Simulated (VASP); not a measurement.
Wanted: the native input for a VASP 6.6.1 run.

```
Task                   : electric field gradients
Functional             : LDA
Potentials or basis    : VASP PAW LDA potentials, release 64 (Bi_d, Te)
Cutoff                 : 520 eV
k mesh                 : 10 × 10 × 10
Occupations            : fermi-dirac, width 0.08 eV
Spin                   : no spin polarisation
Dipole correction      : no
Further INCAR settings : ALGO = Normal; EDIFF = 1e-08; NBANDS = 18
```

The structure of BiTe lies in POSCAR:

```
BiTe
1.0
    0.0647000000      3.2673500000      3.2673500000
    3.2673500000      0.0647000000      3.2673500000
    3.2673500000      3.2673500000      0.0647000000
Bi Te
1 1
Direct
    0.0000000000      0.0000000000      0.0000000000
    0.5000000000      0.5000000000      0.5000000000
```

This cell differs from its parent crystal: equal xy, yz and zx shear strains of +2 %.

These files were run (other wordings do the same):

INCAR

```
SYSTEM = BiTe
PREC     = Accurate       ! precision mode
ENCUT    = 520            ! plane-wave cutoff, eV
EDIFF    = 1E-8           ! SCF threshold, eV
ISMEAR   = -1             ! smearing method
SIGMA    = 0.08           ! smearing width, eV
LREAL    = .False.        ! projectors in reciprocal space
LASPH    = .True.         ! aspherical terms in the spheres
NELM     = 60             ! most SCF steps
ALGO     = Normal         ! electronic algorithm
ISIF     = 2              ! what is computed and relaxed
LWAVE    = .False.        ! write WAVECAR
LCHARG   = .False.        ! write CHGCAR
GGA      = CA             ! functional
LEFG     = .True.       
NBANDS   = 18             ! bands
```

KPOINTS

```
regular mesh
0
Gamma
  10 10 10
  0 0 0
```

Potentials or basis: VASP PAW LDA potentials, release 64 (Bi_d, Te).

Command:

```sh
$ cat potpaw_LDA.64/Bi_d/POTCAR potpaw_LDA.64/Te/POTCAR > POTCAR
$ mpirun -np 1 vasp_std > vasp.out
```

It gave:

The pressure is -2.7 GPa. The band gap on the k mesh is zero (an odd number of electrons rules out a gap without spin polarisation) and the largest electric field gradient by atom is Bi +36.6; Te +22.9 V/Å².

Caveat: the cell differs from its parent crystal (equal xy, yz and zx shear strains of +2 %); without QUAD_EFG the Cq values of the log hold for a quadrupole moment of 1 mb, not for the nuclei; spin-orbit coupling is left out, which moves the levels of the heavy elements.

Run time: 3.2 min on 1 thread of Intel Xeon 8259CL (shared host), peak memory 0.28 GiB.
